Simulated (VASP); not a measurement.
# Sn2Sb2Te (P6/mmm) in VASP: further runs

Sn2Sb2Te is run at these levels: PBE; tasks: single point, relaxation of cell and atoms.

All numbers are computed with VASP 6.6.1; they aren't measurements. Logs are shortened: lines on timing, memory, paths and dates and some standing lists are left out, and cuts for length are marked.

## 1. The cell of the first run

Symmetry: P6/mmm, No. 191, hexagonal system. The conventional cell has a = 5.482 Å, b = 5.482 Å, c = 6.261 Å, α = 90.00°, β = 90.00°, γ = 120.00°. Sn (site symmetry -6m2) has 2 Sb at 3.13 Å and 3 Sn at 3.16 Å and 3 Te at 3.16 Å within 4.1 Å. Within 4.1 Å of Sb (site symmetry -6m2) lie 2 Sn at 3.13 Å and 3 Sb at 3.16 Å. Within 4.2 Å of Te (site symmetry 6/mmm) lie 6 Sn at 3.16 Å.

The cell was generated, and may not be a known phase.

## 2. Single point, PBE

Contents of INCAR:

```
ALGO = Normal
EDIFF = 1E-6
ENCUT = 520
GGA = PE
ISIF = 2
ISMEAR = 0
LASPH = T
LCHARG = F
LREAL = F
LWAVE = F
NBANDS = 30
NELM = 100
PREC = Accurate
SIGMA = 0.1
```

Contents of KPOINTS:

```
k-points
0
Gamma
  6 6 4
```

Contents of POSCAR:

```
Sn2Sb2Te
1.0
    5.4818803402      0.0000000000      0.0000000000
   -2.7409401701      4.7474476351      0.0000000000
    0.0000000000      0.0000000000      6.2609976948
Sn Sb Te
2 2 1
Direct
    0.3333333333      0.6666666667      0.5000000000
    0.6666666667      0.3333333333      0.5000000000
    0.3333333333      0.6666666667      0.0000000000
    0.6666666667      0.3333333333      0.0000000000
    0.0000000000      0.0000000000      0.5000000000
```

Potentials or basis: VASP PAW PBE potentials, release 64 (Sn_d, Sb, Te).

Started as:

```sh
$ cat potpaw_PBE.64/Sn_d/POTCAR potpaw_PBE.64/Sb/POTCAR potpaw_PBE.64/Te/POTCAR > POTCAR
$ mpirun -np 1 vasp_std > vasp.out
```

OUTCAR:

```text
EDIFF = 1E-6
   ENCUT = 520
   GGA = PE
   ISIF = 2
   ISMEAR = 0
   LASPH = T
   LREAL = F
   NELM = 100
   PREC = Accurate

 ion  position               nearest neighbor table
   1  0.333  0.667  0.500-   3 3.13   3 3.13   2 3.16   2 3.16   5 3.16   5 3.16   5 3.16   2 3.16

   2  0.667  0.333  0.500-   4 3.13   4 3.13   1 3.16   1 3.16   5 3.16   5 3.16   5 3.16   1 3.16

   3  0.333  0.667  0.000-   1 3.13   1 3.13   4 3.16   4 3.16   4 3.16
   4  0.667  0.333  0.000-   2 3.13   2 3.13   3 3.16   3 3.16   3 3.16
   5  0.000  0.000  0.500-   1 3.16   2 3.16   1 3.16   2 3.16   2 3.16   1 3.16

  LATTYP: Found a hexagonal cell.
 ALAT       =     5.4818803402
 C/A-ratio  =     1.1421259324

  Lattice vectors:

 A1 = (   5.4818803402,   0.0000000000,   0.0000000000)
 A2 = (  -2.7409401701,   4.7474476351,   0.0000000000)
 A3 = (   0.0000000000,   0.0000000000,   6.2609976948)

Analysis of symmetry for initial positions (statically):
=====================================================================
 Subroutine PRICEL returns:
 Original cell was already a primitive cell.

 Routine SETGRP: Setting up the symmetry group for a
 hexagonal supercell.

 Subroutine GETGRP returns: Found 24 space group operations
 (whereof 24 operations were pure point group operations)
 out of a pool of 24 trial point group operations.

The static configuration has the point symmetry D_6h.

Analysis of symmetry for dynamics (positions and initial velocities):
=====================================================================
 Subroutine PRICEL returns:
 Original cell was already a primitive cell.

 Routine SETGRP: Setting up the symmetry group for a
 hexagonal supercell.

 Subroutine GETGRP returns: Found 24 space group operations
 (whereof 24 operations were pure point group operations)
 out of a pool of 24 trial point group operations.

The dynamic configuration has the point symmetry D_6h.

 Subroutine INISYM returns: Found 24 space group operations
 (whereof 24 operations are pure point group operations),
 and found     1 'primitive' translations

----------------------------------------------------------------------------------------

                                     Primitive cell

  volume of cell :     162.9421

  direct lattice vectors                    reciprocal lattice vectors
     5.481880340  0.000000000  0.000000000     0.182419159  0.105319750  0.000000000
    -2.740940170  4.747447635  0.000000000     0.000000000  0.210639501  0.000000000
     0.000000000  0.000000000  6.260997695     0.000000000  0.000000000  0.159718954

  length of vectors
     5.481880340  5.481880340  6.260997695     0.210639501  0.210639501  0.159718954

  position of ions in fractional coordinates (direct lattice)
     0.333333333  0.666666667  0.500000000
     0.666666667  0.333333333  0.500000000
     0.333333333  0.666666667  0.000000000
     0.666666667  0.333333333  0.000000000
     0.000000000  0.000000000  0.500000000

  ion indices of the primitive-cell ions
   primitive index   ion index
                 1           1
                 2           2
                 3           3
                 4           4
                 5           5

----------------------------------------------------------------------------------------

 KPOINTS: k-points

Automatic generation of k-mesh.
 Grid dimensions read from file:
 generate k-points for:    6    6    4

 Generating k-lattice:

  Cartesian coordinates                     Fractional coordinates (reciprocal lattice)
     0.030403193  0.017553292  0.000000000     0.166666667 -0.000000000  0.000000000
     0.000000000  0.035106583  0.000000000     0.000000000  0.166666667  0.000000000
     0.000000000  0.000000000  0.039929738     0.000000000  0.000000000  0.250000000

  Length of vectors
     0.035106583  0.035106583  0.039929738

  Shift w.r.t. Gamma in fractional coordinates (k-lattice)
     0.000000000  0.000000000  0.000000000

 Subroutine IBZKPT returns following result:
 ===========================================

 Found     21 irreducible k-points:

 Following reciprocal coordinates:
            Coordinates               Weight
  0.000000  0.000000  0.000000      1.000000
  0.166667  0.000000  0.000000      6.000000
  0.333333  0.000000  0.000000      6.000000
  0.500000  0.000000  0.000000      3.000000
  0.166667  0.166667  0.000000      6.000000
  0.333333  0.166667  0.000000     12.000000
[... 13 lines left out ...]
  0.333333  0.166667  0.500000     12.000000
  0.333333  0.333333  0.500000      2.000000
   k-points           NKPTS =     21   k-points in BZ     NKDIM =     21   number of bands    NBANDS=     30
   number of dos      NEDOS =    301   number of ions     NIONS =      5
   total plane-waves  NPLWV =  84672
   dimension x,y,z NGX =    42 NGY =   42 NGZ =   48
   dimension x,y,z NGXF=    84 NGYF=   84 NGZF=   96
   ions per type =               2   2   1
   NGX,Y,Z   is equivalent  to a cutoff of  12.74, 12.74, 12.75 a.u.
   NGXF,Y,Z  is equivalent  to a cutoff of  25.47, 25.47, 25.49 a.u.
 SYSTEM =  unknown system
   PREC   = accura    normal or accurate (medium, high low for compatibility)
   ISTART =      0    job   : 0-new  1-cont  2-samecut
   ICHARG =      2    charge: 1-file 2-atom 10-const
   ISPIN  =      1    spin polarized calculation?
   LNONCOLLINEAR =      F non collinear calculations
   LSORBIT =      F    spin-orbit coupling
   LASPH  =      T    aspherical Exc in radial PAW
   ENCUT  =  520.0 eV  38.22 Ry    6.18 a.u.  10.19 10.19 11.64*2*pi/ulx,y,z
   NELM   =    100;   NELMIN=  2; NELMDL= -5     # of ELM steps
   EDIFF  = 0.1E-05   stopping-criterion for ELM
   LREAL  =      F    real-space projection
   EDIFFG = 0.1E-04   stopping-criterion for IOM
   NSW    =      0    number of steps for IOM
   IBRION =     -1    ionic relax: 0-MD 1-quasi-New 2-CG
   NFREE  =      0    steps in history (QN), initial steepest desc. (CG)
   ISIF   =      2    stress and relaxation
   ISYM   =      2    0-nonsym 1-usesym 2-fastsym
   POTIM  = 0.5000    time-step for ionic-motion
   TEBEG  =    0.0;   TEEND  =   0.0 temperature during run
   PSTRESS=    0.0 pullay stress
   NELECT =      44.0000    total number of electrons
   NUPDOWN=      -1.0000    fix difference up-down
   EMIN   =  10.00;   EMAX   =-10.00  energy-range for DOS
   EFERMI =   0.00;   METHOD = LEGACY
   ISMEAR =     0;   SIGMA  =   0.10  broadening in eV -4-tet -1-fermi 0-gaus
   EFERMI_NEDOS =   21; number of points for ismear=-14 and -15
   IALGO  =     38    algorithm
   IMIX   =      4    mixing-type and parameters
     AMIX     =   0.40;   BMIX     =  1.00
     AMIX_MAG =   1.60;   BMIX_MAG =  1.00
  volume/ion in A,a.u.               =      32.59       219.92
  Fermi-wavevector in a.u.,A,eV,Ry     =   1.058152  1.999617 15.234242  1.119685
  Thomas-Fermi vector in A             =   2.193451
   LORBIT       =      0    0 simple, 1 ext, 2 COOP (PROOUT), +10 PAW based schemes
   GGA     = PE    functional components
   LHFCALC =     F    Hartree Fock is set to
   AEXX    =    0.0000 exact exchange contribution
   IVDW    =     0    specifies the selected vdW correction
   LEPSILON=     F    determine dielectric tensor
   LRPA    =     F    only Hartree local field effects (RPA)
 non-spin polarized calculation
 Gauss-broadening in eV      SIGMA  =   0.10
  energy-cutoff  :      520.00
  volume of cell :      162.94
 maximum number of plane-waves:      4421
 NGX is ok and might be reduce to    42
   NGX = 21   NGY = 21   NGZ = 23

 number of electron      44.0000006 magnetization

 Free energy of the ion-electron system (eV)
  ---------------------------------------------------
  ext. energy  EPLUGINS =         0.00000000
  ---------------------------------------------------
  free energy    TOTEN  =       -18.67974314 eV

  energy without entropy =      -18.67207347  energy(sigma->0) =      -18.67590831

 E-fermi :   6.0366     XC(G=0):  -9.2292

 val. band max:        5.9785208643   @ k =   0.5000   0.0000   0.0000
 cond. band min:       6.0435921573   @ k =   0.5000   0.0000   0.2500
 fundamental gap:      0.0650712930
 Fermi energy:         6.0366297025

 k-point     1 :       0.0000    0.0000    0.0000
  band No.  band energies     occupation
      1     -15.6084      2.00000
      2     -15.6084      2.00000
      3     -15.6049      2.00000
      4     -15.5594      2.00000
      5     -15.5594      2.00000
      6     -15.5368      2.00000
[... 22 lines left out ...]
     29      10.7617      0.00000
     30      10.8669      0.00000

 k-point     2 :       0.1667    0.0000    0.0000
  band No.  band energies     occupation
      1     -15.6243      2.00000
      2     -15.6234      2.00000
      3     -15.6039      2.00000
      4     -15.5607      2.00000
      5     -15.5567      2.00000
      6     -15.5226      2.00000
[... 22 lines left out ...]
     29      11.0440      0.00000
     30      11.3651      0.00000

 k-point     3 :       0.3333    0.0000    0.0000
  band No.  band energies     occupation
      1     -15.6460      2.00000
      2     -15.6456      2.00000
      3     -15.6004      2.00000
      4     -15.5631      2.00000
      5     -15.5500      2.00000
      6     -15.5119      2.00000
[... 22 lines left out ...]
     29      10.8362      0.00000
     30      11.0336      0.00000

 k-point     4 :       0.5000    0.0000    0.0000
  band No.  band energies     occupation
      1     -15.6547      2.00000
      2     -15.6546      2.00000
      3     -15.5987      2.00000
      4     -15.5642      2.00000
      5     -15.5456      2.00000
      6     -15.5166      2.00000
[... 517 lines left out ...]
     29       9.6435      0.00000
     30      11.8620      0.00000

 k-point    20 :       0.3333    0.1667    0.5000
  band No.  band energies     occupation
      1     -15.6707      2.00000
      2     -15.6321      2.00000
      3     -15.6041      2.00000
      4     -15.5656      2.00000
      5     -15.5430      2.00000
      6     -15.5194      2.00000
[... 22 lines left out ...]
     29       9.5538      0.00000
     30      10.6924      0.00000

 k-point    21 :       0.3333    0.3333    0.5000
  band No.  band energies     occupation
      1     -15.6809      2.00000
      2     -15.6161      2.00000
      3     -15.6161      2.00000
      4     -15.5672      2.00000
      5     -15.5312      2.00000
      6     -15.5312      2.00000
[... 22 lines left out ...]
     29      10.3013      0.00000
     30      11.1990      0.00000

------------------------ aborting loop because EDIFF is reached ----------------------------------------

  FORCE on cell =-STRESS in cart. coord.  units (eV):
  Direction    XX          YY          ZZ          XY          YZ          ZX
  --------------------------------------------------------------------------------------
  -------------------------------------------------------------------------------------
  Total        0.2966518      0.2966518      0.1156817      0.0000000     -0.0000000      0.0000000
  in kB        2.9169188      2.9169188      1.1374749      0.0000000     -0.0000000      0.0000000
  external PRESSURE =       2.3237708 kB  Pullay stress =       0.0000000 kB

 VOLUME and BASIS-vectors are now :
 -----------------------------------------------------------------------------
  energy-cutoff  :      520.00
  volume of cell :      162.94
      direct lattice vectors                 reciprocal lattice vectors
     5.481880340  0.000000000  0.000000000     0.182419159  0.105319750  0.000000000
    -2.740940170  4.747447635  0.000000000     0.000000000  0.210639501  0.000000000
     0.000000000  0.000000000  6.260997695     0.000000000  0.000000000  0.159718954

 POSITION                                       TOTAL-FORCE (eV/Angst)
 -----------------------------------------------------------------------------------
     -0.00000      3.16497      3.13050         0.000000     -0.000000      0.000000
      2.74094      1.58248      3.13050        -0.000000      0.000000      0.000000
     -0.00000      3.16497      0.00000        -0.000000     -0.000000      0.000000
      2.74094      1.58248      0.00000        -0.000000      0.000000      0.000000
      0.00000      0.00000      3.13050        -0.000000      0.000000      0.000000
 -----------------------------------------------------------------------------------
    total drift:                                0.000000      0.000000     -0.000000

  FREE ENERGIE OF THE ION-ELECTRON SYSTEM (eV)
  ---------------------------------------------------
  free  energy   TOTEN  =       -18.6797431395 eV

  energy  without entropy=      -18.6720734719  energy(sigma->0) =      -18.67590831
```

Wall time 80 s (1 thread of Intel Xeon 6975P-C (Granite Rapids), shared host); peak memory 0.34 GiB.

What came out:

* Free energy: -18.6797 eV
* Pressure: 0.2 GPa
* Band gap on the k mesh: zero (bands 22 and 23 overlap by 1.53 eV)

Stress tensor (GPa, compression positive):
```
0.29 0.00 0.00
0.00 0.29 0.00
0.00 0.00 0.11
```

Caveat: spin-orbit coupling is left out, which moves the levels of the heavy elements.

## 3. Relaxation of cell and atoms, PBE

This run uses another cell than the first one, of 30.89 Å³/atom.

Contents of INCAR:

```
SYSTEM = Sn2Sb2Te
PREC = Accurate
ENCUT = 600
EDIFF = 1E-7
ISMEAR = 0
SIGMA = 0.1
LREAL = .False.
LASPH = .True.
NELM = 100
ALGO = Normal
ISIF = 3
LWAVE = .False.
LCHARG = .False.
GGA = PE
IBRION = 2
NSW = 90
EDIFFG = -0.04
```

Contents of KPOINTS:

```
regular mesh
0
Gamma
  3 3 4
  0 0 0
```

Contents of POSCAR:

```
Sn2Sb2Te
1.0
    5.8205785100      0.0000000000      0.0000000000
   -2.9102892500      5.0407688500      0.0000000000
    0.0000000000      0.0000000000      5.2633189500
Sn Sb Te
2 2 1
Direct
    0.3333333300      0.6666666700      0.5000000000
    0.6666666700      0.3333333300      0.5000000000
    0.3333333300      0.6666666700      0.0000000000
    0.6666666700      0.3333333300      0.0000000000
    0.0000000000      0.0000000000      0.5000000000
```

Potentials or basis: VASP PAW PBE potentials, release 64 (Sn_d, Sb, Te).

Started as:

```sh
$ cat potpaw_PBE.64/Sn_d/POTCAR potpaw_PBE.64/Sb/POTCAR potpaw_PBE.64/Te/POTCAR > POTCAR
$ mpirun -np 1 vasp_std > vasp.out
```

Wall time 3.9 min (1 thread of Intel Xeon 6975P-C (Granite Rapids), shared host); peak memory 0.34 GiB.

Results (log left out):

* Free energy: -18.6492 eV
* Relaxed volume: 33.44 Å³/atom
* Relaxed cell: a = 5.527 Å, b = 5.527 Å, c = 6.320 Å, α = 90.00°, β = 90.00°, γ = 120.00°
* Space group after relaxing (to 0.1 Å): P6/mmm (No. 191)
* Energy gained by relaxing: 467.6 meV/atom
* Ionic steps: 8
* Pressure after relaxing: 0.0 GPa
* Band gap on the k mesh: zero (bands 22 and 23 overlap by 1.45 eV)

The path:
```csv
step,energy change (eV),largest force (eV/Å),pressure (GPa),volume (Å³)
1,0.0000,0.0000,7.07,154.43
2,-2.1701,0.0000,-2.71,182.34
3,-2.2410,0.0000,-2.00,175.42
4,-2.2516,0.0000,-2.30,177.38
5,-2.2517,0.0000,-2.24,176.93
6,-2.3274,0.0000,0.46,165.95
7,-2.3352,0.0000,-0.24,168.36
8,-2.3382,0.0000,-0.01,167.21
```

Final structure:
```
Sn Sb Te
1.0
     5.52731    0.00000    0.00000
    -2.76366    4.78679    0.00000
     0.00000    0.00000    6.31998
Sn Sb Te
2 2 1
Direct
  0.33333 0.66667 0.50000
  0.66667 0.33333 0.50000
  0.33333 0.66667 0.00000
  0.66667 0.33333 0.00000
  0.00000 0.00000 0.50000
```

Levels at points of the mesh, in eV from the Fermi level:
```csv
k point,band 19,band 20,band 21,band 22,band 23,band 24,band 25,band 26
"(0.00, 0.00, 0.00)",-3.16,-3.16,-1.44,-1.15,-1.15,-0.63,1.01,1.01
"(0.00, 0.00, 0.50)",-2.59,-2.29,-2.10,-2.10,-1.08,0.59,0.59,0.80
```

Caveat: the k points lie up to 0.44 Å⁻¹ apart in the final cell, too coarse for converged energies and pressures of a metal; a cell axis changed by over 15 % at a fixed basis, so the end point is rough; spin-orbit coupling is left out, which moves the levels of the heavy elements.

The gap in the log of VASP goes by the Fermi energy; the results here count the filled bands.